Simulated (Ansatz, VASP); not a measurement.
# One calculation of Zr, two programs

```xyz
1
Lattice="-1.7004 1.7004 1.9745 1.7004 -1.7004 1.9745 1.7004 1.7004 -1.9745" Properties=species:S:1:pos:R:3 pbc="T T T"
Zr    0.0000    0.0000    0.0000
```

Alike in both runs: task single point; functional PBE; k mesh 20 × 20 × 20; occupations gaussian, width 0.15 eV; no spin polarisation.

|  | VASP | Ansatz |
| --- | --- | --- |
| version | VASP 6.6.1 | Ansatz 0.2.0 |
| potentials or method | VASP PAW PBE potentials, release 64 (Zr_sv), cutoff 500 eV | scalar-relativistic, plane waves, PAW |
| valence electrons in the cell | 12 | 12 |

```csv
,VASP,Ansatz,Ansatz less VASP
gap on the k mesh at the Fermi level (eV),none,none,-
pressure (GPa),0.7,0.6,-0.05
"traceless stress, the component that is largest in VASP (GPa)",0.92,0.90,-0.015
```

A gap of «none» marks a metal or a gap that the smearing closes. With one functional, cell and mesh, what is left measures potentials, basis and numerics.
